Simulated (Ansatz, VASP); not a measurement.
BiTe: VASP beside Ansatz

The input INCAR:

```
SYSTEM = BiTe
PREC = Accurate
ENCUT = 500
EDIFF = 1E-6
ISMEAR = 1
SIGMA = 0.15
LREAL = .False.
LASPH = .True.
NELM = 120
ALGO = Normal
ISIF = 2
LWAVE = .False.
LCHARG = .False.
NBANDS = 18
GGA_COMPAT = .False.
```

File KPOINTS:

```
regular mesh
0
Gamma
  7 7 7
  0 0 0
```

The input POSCAR:

```
BiTe
1.0
    0.0000000000      3.2350000000      3.2350000000
    3.2350000000      0.0000000000      3.2350000000
    3.2350000000      3.2350000000      0.0000000000
Bi Te
1 1
Direct
    0.0000000000      0.0000000000      0.0000000000
    0.5000000000      0.5000000000      0.5000000000
```

The input input.yaml:

```yaml
crystal:
  lattice: { a: 6.47, b: 6.47, c: 6.47, alpha: 90.0, beta: 90.0, gamma: 90.0 }
  space_group: 225
  reduce_to_primitive: true
  atoms:
    - { symbol: Bi, wyckoff: "4a", position: [0.0, 0.0, 0.0] }
    - { symbol: Te, wyckoff: "4b", position: [0.5, 0.0, 0.0] }
hamiltonian:
  xc: lda
  pseudopotentials: { kind: paw, xc_functional: lda, accuracy: standard }
kpoints:
  mp_grid: { grid: [7, 7, 7] }
scf:
  occupations: { method: methfessel_paxton, width: 0.15 }
  n_extra_bands: 6
output:
  forces: true
  stress: true
  eigenvalues: true
  dos: { projected: true, de: 0.05, nscf_kmesh: { grid: [11, 11, 11] } }
```

Alike in both runs: functional LDA; k mesh 7 × 7 × 7; occupations methfessel-paxton of order 1, width 0.15 eV; no spin polarisation.

|  | VASP | Ansatz |
| --- | --- | --- |
| version | VASP 6.6.1 | Ansatz 0.2.0 |
| potentials or method | VASP PAW LDA potentials, release 64 (Bi_d, Te) | JTH PAW LDA |
| plane-wave cutoff (eV) | 500 | 1800 |
| valence electrons in the cell | 21 | 21 |
| task | single point | projected density of states |

```csv
,VASP,Ansatz,Ansatz less VASP
gap on the k mesh at the Fermi level (eV),none,none,-
pressure (GPa),-2.6,-2.7,-0.13
```

LDA's correlation is that of Perdew and Zunger in VASP and of Perdew and Wang (1992) in Ansatz. A gap of «none» marks a metal or a gap that the smearing closes.

Spin-orbit coupling is off throughout.
